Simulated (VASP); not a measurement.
# InSb (I-4m2) in VASP: a series of runs

The runs below take InSb through single point, with PBE.

Everything below comes from runs of VASP 6.6.1. Logs are shortened: lines on timing, memory, paths and dates and some standing lists are left out, and cuts for length are marked.

## (1) The cell of the first run

It takes space group I-4m2 (No. 119, tetragonal). Conventional cell: a = 4.197 Å, b = 4.197 Å, c = 7.716 Å, α = 90.00°, β = 90.00°, γ = 90.00°. In (site symmetry -4m2) has 4 Sb at 2.85 Å within 3.8 Å. Within 3.8 Å of Sb (site symmetry -4m2) lie 4 In at 2.85 Å.

## (2) Single point, PBE

INCAR

```
SYSTEM = InSb
PREC = Accurate
ENCUT = 520
EDIFF = 1E-7
ISMEAR = 0
SIGMA = 0.15
LREAL = .False.
LASPH = .True.
NELM = 100
ALGO = Normal
ISIF = 2
LWAVE = .False.
LCHARG = .False.
GGA = PE
NBANDS = 16
```

KPOINTS

```
regular mesh
0
Gamma
  14 14 14
  0 0 0
```

POSCAR

```
InSb
1.0
    0.0000000000      2.9678588254      3.8582164731
    2.9678588254      0.0000000000      3.8582164731
    2.9678588254      2.9678588254      0.0000000000
In Sb
1 1
Direct
    0.0000000000      0.0000000000      0.0000000000
    0.7500000000      0.7500000000      0.7500000000
```

Potentials or basis: VASP PAW PBE potentials, release 64 (In_d, Sb).

Run with:

```sh
$ cat potpaw_PBE.64/In_d/POTCAR potpaw_PBE.64/Sb/POTCAR > POTCAR
$ mpirun -np 1 vasp_std > vasp.out
```

OUTCAR:

```text
SYSTEM = InSb
   PREC = Accurate
   ENCUT = 520
   EDIFF = 1E-7
   ISMEAR = 0
   LREAL = .False.
   LASPH = .True.
   NELM = 100
   ISIF = 2
   GGA = PE

 ion  position               nearest neighbor table
   1  0.000  0.000  0.000-   2 2.85   2 2.85   2 2.85   2 2.85
   2  0.750  0.750  0.750-   1 2.85   1 2.85   1 2.85   1 2.85

  LATTYP: Found a body centered tetragonal cell.
 ALAT       =     4.1971862021
 C/A-ratio  =     1.8384776311

  Lattice vectors:

 A1 = (  -2.9678588254,   0.0000000000,   3.8582164731)
 A2 = (   2.9678588254,   0.0000000000,   3.8582164731)
 A3 = (   0.0000000000,   2.9678588254,  -3.8582164731)

Analysis of symmetry for initial positions (statically):
=====================================================================
 Subroutine PRICEL returns:
 Original cell was already a primitive cell.

 Routine SETGRP: Setting up the symmetry group for a
 body centered tetragonal supercell.

 Subroutine GETGRP returns: Found  8 space group operations
 (whereof  8 operations were pure point group operations)
 out of a pool of 16 trial point group operations.

The static configuration has the point symmetry D_2d.

Analysis of symmetry for dynamics (positions and initial velocities):
=====================================================================
 Subroutine PRICEL returns:
 Original cell was already a primitive cell.

 Routine SETGRP: Setting up the symmetry group for a
 body centered tetragonal supercell.

 Subroutine GETGRP returns: Found  8 space group operations
 (whereof  8 operations were pure point group operations)
 out of a pool of 16 trial point group operations.

The dynamic configuration has the point symmetry D_2d.

 Subroutine INISYM returns: Found  8 space group operations
 (whereof  8 operations are pure point group operations),
 and found     1 'primitive' translations

----------------------------------------------------------------------------------------

                                     Primitive cell

  volume of cell :      67.9678

  direct lattice vectors                    reciprocal lattice vectors
     0.000000000  2.967858825  3.858216473    -0.168471625  0.168471625  0.129593558
     2.967858825  0.000000000  3.858216473     0.168471625 -0.168471625  0.129593558
     2.967858825  2.967858825  0.000000000     0.168471625  0.168471625 -0.129593558

  length of vectors
     4.867650394  4.867650394  4.197186202     0.271219224  0.271219224  0.271219224

  position of ions in fractional coordinates (direct lattice)
     0.000000000  0.000000000  0.000000000
     0.750000000  0.750000000  0.750000000

  ion indices of the primitive-cell ions
   primitive index   ion index
                 1           1
                 2           2

----------------------------------------------------------------------------------------

 KPOINTS: regular mesh

Automatic generation of k-mesh.
 Grid dimensions read from file:
 generate k-points for:   14   14   14

 Generating k-lattice:

  Cartesian coordinates                     Fractional coordinates (reciprocal lattice)
    -0.012033688  0.012033688  0.009256683     0.071428571  0.000000000  0.000000000
     0.012033688 -0.012033688  0.009256683     0.000000000  0.071428571  0.000000000
     0.012033688  0.012033688 -0.009256683    -0.000000000 -0.000000000  0.071428571

  Length of vectors
     0.019372802  0.019372802  0.019372802

  Shift w.r.t. Gamma in fractional coordinates (k-lattice)
     0.000000000  0.000000000  0.000000000

 Subroutine IBZKPT returns following result:
 ===========================================

 Found    244 irreducible k-points:

 Following reciprocal coordinates:
            Coordinates               Weight
  0.000000  0.000000  0.000000      1.000000
  0.071429  0.000000  0.000000      8.000000
  0.142857 -0.000000  0.000000      8.000000
  0.214286 -0.000000  0.000000      8.000000
  0.285714  0.000000  0.000000      8.000000
  0.357143  0.000000  0.000000      8.000000
[... 16 lines left out ...]
  0.214286  0.142857  0.000000      8.000000
  0.285714  0.142857  0.000000      8.000000
 [... further k-points ...]
   k-points           NKPTS =    244   k-points in BZ     NKDIM =    244   number of bands    NBANDS=     16
   number of dos      NEDOS =    301   number of ions     NIONS =      2
   total plane-waves  NPLWV =  41472
   dimension x,y,z NGX =    36 NGY =   36 NGZ =   32
   dimension x,y,z NGXF=    72 NGYF=   72 NGZF=   64
   ions per type =               1   1
   NGX,Y,Z   is equivalent  to a cutoff of  12.30, 12.30, 12.67 a.u.
   NGXF,Y,Z  is equivalent  to a cutoff of  24.59, 24.59, 25.35 a.u.
 SYSTEM =  InSb
   PREC   = accura    normal or accurate (medium, high low for compatibility)
   ISTART =      0    job   : 0-new  1-cont  2-samecut
   ICHARG =      2    charge: 1-file 2-atom 10-const
   ISPIN  =      1    spin polarized calculation?
   LNONCOLLINEAR =      F non collinear calculations
   LSORBIT =      F    spin-orbit coupling
   LASPH  =      T    aspherical Exc in radial PAW
   ENCUT  =  520.0 eV  38.22 Ry    6.18 a.u.   9.05  9.05  7.80*2*pi/ulx,y,z
   NELM   =    100;   NELMIN=  2; NELMDL= -5     # of ELM steps
   EDIFF  = 0.1E-06   stopping-criterion for ELM
   LREAL  =      F    real-space projection
   EDIFFG = 0.1E-05   stopping-criterion for IOM
   NSW    =      0    number of steps for IOM
   IBRION =     -1    ionic relax: 0-MD 1-quasi-New 2-CG
   NFREE  =      0    steps in history (QN), initial steepest desc. (CG)
   ISIF   =      2    stress and relaxation
   ISYM   =      2    0-nonsym 1-usesym 2-fastsym
   POTIM  = 0.5000    time-step for ionic-motion
   TEBEG  =    0.0;   TEEND  =   0.0 temperature during run
   PSTRESS=    0.0 pullay stress
   NELECT =      18.0000    total number of electrons
   NUPDOWN=      -1.0000    fix difference up-down
   EMIN   =  10.00;   EMAX   =-10.00  energy-range for DOS
   EFERMI =   0.00;   METHOD = LEGACY
   ISMEAR =     0;   SIGMA  =   0.15  broadening in eV -4-tet -1-fermi 0-gaus
   EFERMI_NEDOS =   21; number of points for ismear=-14 and -15
   IALGO  =     38    algorithm
   IMIX   =      4    mixing-type and parameters
     AMIX     =   0.40;   BMIX     =  1.00
     AMIX_MAG =   1.60;   BMIX_MAG =  1.00
  volume/ion in A,a.u.               =      33.98       229.33
  Fermi-wavevector in a.u.,A,eV,Ry     =   1.051311  1.986690 15.037912  1.105255
  Thomas-Fermi vector in A             =   2.186349
   LORBIT       =      0    0 simple, 1 ext, 2 COOP (PROOUT), +10 PAW based schemes
   GGA     = PE    functional components
   LHFCALC =     F    Hartree Fock is set to
   AEXX    =    0.0000 exact exchange contribution
   IVDW    =     0    specifies the selected vdW correction
   LEPSILON=     F    determine dielectric tensor
   LRPA    =     F    only Hartree local field effects (RPA)
 non-spin polarized calculation
 Gauss-broadening in eV      SIGMA  =   0.15
  energy-cutoff  :      520.00
  volume of cell :       67.97
 maximum number of plane-waves:      1854
   NGX = 19   NGY = 19   NGZ = 15

 number of electron      17.9999998 magnetization

 Free energy of the ion-electron system (eV)
  ---------------------------------------------------
  ext. energy  EPLUGINS =         0.00000000
  ---------------------------------------------------
  free energy    TOTEN  =        -6.58684694 eV

  energy without entropy =       -6.58175439  energy(sigma->0) =       -6.58430066

 E-fermi :   5.4441     XC(G=0):  -8.7598

 val. band max:        5.4183340027   @ k =   0.2143  -0.0000   0.0000
 cond. band min:       5.4484093844   @ k =  -0.3571   0.0714   0.0000
 fundamental gap:      0.0300753816
 Fermi energy:         5.4441342577

 k-point     1 :       0.0000    0.0000    0.0000
  band No.  band energies     occupation
      1      -9.5257      2.00000
      2      -9.4662      2.00000
      3      -9.4662      2.00000
      4      -9.4274      2.00000
      5      -9.4158      2.00000
      6      -5.4905      2.00000
[... 8 lines left out ...]
     15      11.5208      0.00000
     16      12.0480      0.00000

 k-point     2 :       0.0714    0.0000    0.0000
  band No.  band energies     occupation
      1      -9.5243      2.00000
      2      -9.4686      2.00000
      3      -9.4654      2.00000
      4      -9.4280      2.00000
      5      -9.4147      2.00000
      6      -5.4438      2.00000
[... 8 lines left out ...]
     15      11.5934      0.00000
     16      12.4484      0.00000

 k-point     3 :       0.1429   -0.0000    0.0000
  band No.  band energies     occupation
      1      -9.5209      2.00000
      2      -9.4748      2.00000
      3      -9.4633      2.00000
      4      -9.4296      2.00000
      5      -9.4117      2.00000
      6      -5.3063      2.00000
[... 8 lines left out ...]
     15      12.0427      0.00000
     16      13.4042      0.00000

 k-point     4 :       0.2143   -0.0000    0.0000
  band No.  band energies     occupation
      1      -9.5172      2.00000
      2      -9.4827      2.00000
      3      -9.4605      2.00000
      4      -9.4318      2.00000
      5      -9.4073      2.00000
      6      -5.0865      2.00000
[... 8 lines left out ...]
     15      12.6673      0.00000
     16      13.4631      0.00000

 k-point     5 :       0.2857    0.0000    0.0000
  band No.  band energies     occupation
      1      -9.5165      2.00000
      2      -9.4883      2.00000
      3      -9.4577      2.00000
      4      -9.4339      2.00000
      5      -9.4020      2.00000
      6      -4.8034      2.00000
[... 8 lines left out ...]
     15      13.1903      0.00000
     16      13.3917      0.00000

 k-point     6 :       0.3571    0.0000    0.0000
  band No.  band energies     occupation
      1      -9.5202      2.00000
      2      -9.4893      2.00000
      3      -9.4556      2.00000
      4      -9.4353      2.00000
      5      -9.3969      2.00000
      6      -4.4948      2.00000
[... 8 lines left out ...]
     15      13.2469      0.00000
     16      14.2561      0.00000

 k-point     7 :       0.4286   -0.0000    0.0000
  band No.  band energies     occupation
      1      -9.5246      2.00000
      2      -9.4884      2.00000
      3      -9.4546      2.00000
      4      -9.4358      2.00000
      5      -9.3932      2.00000
      6      -4.2332      2.00000
[... 8 lines left out ...]
     15      13.6059      0.00000
     16      14.0773      0.00000

 k-point     8 :       0.5000   -0.0000    0.0000
  band No.  band energies     occupation
      1      -9.5265      2.00000
      2      -9.4878      2.00000
      3      -9.4544      2.00000
      4      -9.4359      2.00000
      5      -9.3918      2.00000
      6      -4.1253      2.00000
[... 8 lines left out ...]
     15      13.4584      0.00000
     16      13.9325      0.00000

 k-point     9 :       0.0714    0.0714    0.0000
  band No.  band energies     occupation
      1      -9.5279      2.00000
      2      -9.4648      2.00000
      3      -9.4648      2.00000
      4      -9.4273      2.00000
      5      -9.4149      2.00000
      6      -5.4459      2.00000
[... 8 lines left out ...]
     15      11.3272      0.00000
     16      12.6927      0.00000
[... 172 lines left out ...]
 k-point    19 :      -0.2143    0.0714    0.0000
  band No.  band energies     occupation
      1      -9.5085      2.00000
      2      -9.4942      2.00000
      3      -9.4596      2.00000
      4      -9.4344      2.00000
      5      -9.4042      2.00000
      6      -4.9166      2.00000
[... 8 lines left out ...]
     15      12.9304      0.00000
     16      13.2557      0.00000

 k-point    20 :      -0.1429    0.0714    0.0000
  band No.  band energies     occupation
      1      -9.5116      2.00000
      2      -9.4866      2.00000
      3      -9.4624      2.00000
      4      -9.4320      2.00000
      5      -9.4090      2.00000
      6      -5.1695      2.00000
[... 8 lines left out ...]
     15      12.5329      0.00000
     16      13.3229      0.00000

 k-point    21 :      -0.0714    0.0714    0.0000
  band No.  band energies     occupation
      1      -9.5184      2.00000
      2      -9.4764      2.00000
      3      -9.4645      2.00000
      4      -9.4297      2.00000
      5      -9.4126      2.00000
      6      -5.3497      2.00000
[... 8 lines left out ...]
     15      12.0164      0.00000
     16      12.9732      0.00000

 k-point    22 :       0.1429    0.1429    0.0000
  band No.  band energies     occupation
      1      -9.5337      2.00000
      2      -9.4610      2.00000
      3      -9.4610      2.00000
      4      -9.4271      2.00000
      5      -9.4127      2.00000
      6      -5.3140      2.00000
[... 8 lines left out ...]
     15      11.7852      0.00000
     16      13.7003      0.00000

 k-point    23 :       0.2143    0.1429    0.0000
  band No.  band energies     occupation
      1      -9.5357      2.00000
      2      -9.4609      2.00000
      3      -9.4581      2.00000
      4      -9.4276      2.00000
      5      -9.4106      2.00000
      6      -5.1829      2.00000
[... 8 lines left out ...]
     15      12.3531      0.00000
     16      14.3597      0.00000

 k-point    24 :       0.2857    0.1429    0.0000
  band No.  band energies     occupation
      1      -9.5352      2.00000
      2      -9.4648      2.00000
      3      -9.4551      2.00000
      4      -9.4290      2.00000
      5      -9.4071      2.00000
      6      -4.9706      2.00000
[... 8 lines left out ...]
     15      13.0804      0.00000
     16      14.4695      0.00000

 [... further k-points ...]

------------------------ aborting loop because EDIFF is reached ----------------------------------------

  FORCE on cell =-STRESS in cart. coord.  units (eV):
  Direction    XX          YY          ZZ          XY          YZ          ZX
  --------------------------------------------------------------------------------------
  -------------------------------------------------------------------------------------
  Total        2.2901403      2.2901403     -1.3506318      0.0000000      0.0000000     -0.0000000
  in kB       53.9845644     53.9845644    -31.8379054      0.0000000      0.0000000     -0.0000000
  external PRESSURE =      25.3770745 kB  Pullay stress =       0.0000000 kB

 VOLUME and BASIS-vectors are now :
 -----------------------------------------------------------------------------
  energy-cutoff  :      520.00
  volume of cell :       67.97
      direct lattice vectors                 reciprocal lattice vectors
     0.000000000  2.967858825  3.858216473    -0.168471625  0.168471625  0.129593558
     2.967858825  0.000000000  3.858216473     0.168471625 -0.168471625  0.129593558
     2.967858825  2.967858825  0.000000000     0.168471625  0.168471625 -0.129593558

 POSITION                                       TOTAL-FORCE (eV/Angst)
 -----------------------------------------------------------------------------------
      0.00000      0.00000      0.00000         0.000000      0.000000      0.000000
      4.45179      4.45179      5.78732        -0.000000     -0.000000     -0.000000
 -----------------------------------------------------------------------------------
    total drift:                               -0.000000     -0.000000     -0.000003

  FREE ENERGIE OF THE ION-ELECTRON SYSTEM (eV)
  ---------------------------------------------------
  free  energy   TOTEN  =        -6.5868469378 eV

  energy  without entropy=       -6.5817543902  energy(sigma->0) =       -6.58430066
```

Wall time 100 s (1 thread of Intel Xeon Platinum 8559C (Emerald Rapids), shared host); peak memory 0.4 GiB.

What came out:

* Free energy: -6.5868 eV
* Pressure: 2.5 GPa
* Band gap on the k mesh: zero (bands 9 and 10 overlap by 0.49 eV)

Stress tensor (GPa, compression positive):
```
 5.40  0.00  0.00
 0.00  5.40  0.00
 0.00  0.00 -3.18
```

Levels at points of the mesh, in eV from the Fermi level:
```tsv
k point	band 7	band 8	band 9	band 10	band 11	band 12
(0.00, 0.00, 0.00)	-1.55	-1.11	0.23	0.23	2.77	2.77
(0.50, 0.00, 0.00)	-5.86	-2.18	-0.50	-0.26	3.78	4.24
(0.50, 0.50, 0.00)	-6.90	-1.49	-1.49	2.10	2.34	6.99
(0.50, 0.00, 0.50)	-5.69	-2.90	-2.75	0.40	0.63	5.90
```

Caveat: semilocal functionals underestimate gaps, so a narrow gap can read as zero; spin-orbit coupling is left out, which moves the levels of the heavy elements.

[end of part 1 of 2]
